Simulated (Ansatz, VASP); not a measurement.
**Two plane-wave programs on Ru**

```
Ru
1.0
     0.00000    1.91500    1.91500
     1.91500    0.00000    1.91500
     1.91500    1.91500    0.00000
Ru
1
Direct
  0.00000 0.00000 0.00000
```

Alike in both runs: task single point; functional PBE; k mesh 22 × 22 × 22; occupations gaussian, width 0.15 eV; no spin polarisation.

|  | VASP | Ansatz |
| --- | --- | --- |
| version | VASP 6.6.1 | Ansatz 0.2.0 |
| potentials or method | VASP PAW PBE potentials, release 64 (Ru_pv), cutoff 520 eV | scalar-relativistic, plane waves, PAW |
| valence electrons in the cell | 14 | 16 |

```tsv
	VASP	Ansatz	Ansatz less VASP
gap on the k mesh at the Fermi level (eV)	none	none	-
pressure (GPa)	-4.7	-4.5	+0.21
```

A gap of «none» marks a metal or a gap that the smearing closes. VASP's potentials hold 14 valence electrons a cell and Ansatz's 16, so a difference there can come from the potentials and not from the codes.
